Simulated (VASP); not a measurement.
Set up this calculation in VASP 6.6.1, as the native input.

```
Task                   : single point
Functional             : PBE
Potentials or basis    : VASP PAW PBE potentials, release 64 (Te, Mo_sv)
Cutoff                 : 520 eV
k mesh                 : 14 × 14 × 14
Occupations            : gaussian, width 0.1 eV
Spin                   : no spin polarisation
Dipole correction      : no
Further INCAR settings : ALGO = Fast; EDIFF = 1e-06; NBANDS = 24
```

The structure of TeMo2 lies in POSCAR:

```
TeMo2
1.0
    0.0000000000      3.1180426249      3.1180426249
    3.1180426249      0.0000000000      3.1180426249
    3.1180426249      3.1180426249      0.0000000000
Te Mo
1 2
Direct
    0.0000000000      0.0000000000      0.0000000000
    0.2500000000      0.2500000000      0.2500000000
    0.7500000000      0.7500000000      0.7500000000
```

These files were run (other wordings do the same):

INCAR

```
SYSTEM = TeMo2
  PREC = Accurate
  ENCUT = 520
  EDIFF = 1E-6
  ISMEAR = 0
  SIGMA = 0.1
  LREAL = .False.
  LASPH = .True.
  NELM = 100
  ALGO = Fast
  ISIF = 2
  LWAVE = .False.
  LCHARG = .True.
  GGA = PE
  LELF = .True.
  LVHAR = .True.
  NBANDS = 24
```

KPOINTS

```
regular mesh
0
Gamma
  14 14 14
  0 0 0
```

Potentials or basis: VASP PAW PBE potentials, release 64 (Te, Mo_sv).

Run with:

```console
$ cat potpaw_PBE.64/Te/POTCAR potpaw_PBE.64/Mo_sv/POTCAR > POTCAR
$ mpirun -np 1 vasp_std > vasp.out
```

It gave:

| Quantity | Value |
| --- | --- |
| Pressure | -0.1 GPa |
| Band gap on the k mesh | zero (band 17 reaches 11.48 eV, above the bottom of band 18 at 9.77 eV) |

Caveat: spin-orbit coupling is left out, which moves the levels of the heavy elements.

Run time: 73 s on 1 thread of Intel(R) Xeon(R) 6975P-C (Granite Rapids) (shared host), peak memory 0.3 GiB.
